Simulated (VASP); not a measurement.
Input of a VASP 6.6.1 run:

File INCAR:

```
PREC     = Accurate       # precision mode
ENCUT    = 600            # plane-wave cutoff, eV
EDIFF    = 1E-6           # SCF threshold, eV
ISMEAR   = 0              # smearing method
SIGMA    = 0.1            # smearing width, eV
LREAL    = F              # projectors in reciprocal space
LASPH    = T              # aspherical terms in the spheres
NELM     = 100            # most SCF steps
ALGO     = Normal         # electronic algorithm
ISIF     = 3              # what is computed and relaxed
LWAVE    = F              # write WAVECAR
LCHARG   = F              # write CHGCAR
GGA      = PS             # functional
IBRION   = 2              # ionic algorithm
NSW      = 70             # ionic steps
EDIFFG   = -0.004         # ionic threshold
PSTRESS  = 750.0
```

The input KPOINTS:

```
Automatic mesh
0
Gamma
  20 20 20
```

Contents of POSCAR:

```
Mg
1.0
   -1.5006499179      1.5006499179      1.5006499179
    1.5006499179     -1.5006499179      1.5006499179
    1.5006499179      1.5006499179     -1.5006499179
Mg
1
Direct
    0.0000000000      0.0000000000      0.0000000000
```

Potentials or basis: VASP PAW PBE potentials, release 64 (Mg).

Command:

```sh
$ cat potpaw_PBE.64/Mg/POTCAR > POTCAR
$ mpirun -np 1 vasp_std > vasp.out
```

Question: Estimate the band gap on the k mesh.

Answer: Zero (bands 1 and 2 overlap by 4.80 eV).

Question: What does it give for the relaxed cell?

Answer: a = 2.511 Å, b = 2.511 Å, c = 2.511 Å, α = 109.47°, β = 109.47°, γ = 109.47°.

Step by step:
| step | energy change (eV) | largest force (eV/Å) | pressure (GPa) | volume (Å³) |
| --- | --- | --- | --- | --- |
| 1 | 0.0000 | 0.0000 | 51.02 | 13.52 |
| 2 | 2.0276 | 0.0000 | 149.05 | 9.93 |
| 3 | 0.4753 | 0.0000 | 73.17 | 12.28 |
| 4 | 0.5095 | 0.0000 | 74.78 | 12.20 |
| 5 | 0.5214 | 0.0000 | 75.34 | 12.18 |
| 6 | 0.5027 | 0.0000 | 74.46 | 12.22 |
| 7 | 0.5141 | 0.0000 | 75.00 | 12.19 |

Caveat: the cell is relaxed towards a set pressure, so the run minimises the enthalpy, not the energy; the PAW data sets were made with another functional, which shifts forces and pressure a little.
